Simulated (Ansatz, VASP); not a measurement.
**One calculation of CuRh5Au2, two programs**

```
Cu Rh Au
1.0
    -3.87643    3.90288   -3.91513
     3.87341    3.89107    3.90635
     3.88509   -3.89409   -3.91501
Cu Rh Au
2 10 4
Cartesian
  3.9006 -0.0117 -0.0157
  5.8211 -0.0145 -1.9308
  1.9702 -2.0015 -3.8525
  3.8644 -1.9422 -1.9516
  1.9140 2.0332 -3.9336
  1.9146 -0.0299 -1.9047
  -1.9052 1.9983 -3.9847
  0.0450 1.9321 -1.9596
  1.9135 3.9154 -2.0351
  -3.9182 3.9323 -3.9876
  1.9089 1.9063 -0.0043
  3.8916 1.9764 1.9644
  -0.0417 0.0120 -3.8744
  3.8950 1.9099 -1.9384
  -1.8948 3.9026 -2.0034
  0.0364 3.8901 0.0159
```

Alike in both runs: functional PBE; k mesh 3 × 3 × 3; occupations gaussian, width 0.1 eV; no spin polarisation.

Ansatz relaxed the structure, and its values are those at the end. VASP's run is a single point on that final structure, the one shown.

```csv
,VASP,Ansatz
version,VASP 6.6.1,Ansatz 0.2.0
potentials or method,"VASP PAW PBE potentials, release 64 (Cu, Rh_pv, Au), cutoff 520 eV","scalar-relativistic, plane waves, PAW"
valence electrons in the cell,216,284
```

|  | VASP | Ansatz | Ansatz less VASP |
| --- | --- | --- | --- |
| gap on the k mesh at the Fermi level (eV) | none | none | - |
| pressure (GPa) | -0.1 | 0.0 | +0.07 |
| rms of the force components (eV/Å) | 0.004 | 0.001 | -0.0035 |

A gap of «none» marks a metal or a gap that the smearing closes. VASP's potentials hold 216 valence electrons a cell and Ansatz's 284, so a difference there can come from the potentials and not from the codes.

The k mesh is coarse, so the values compare programs but aren't converged. Spin-orbit coupling is off throughout.
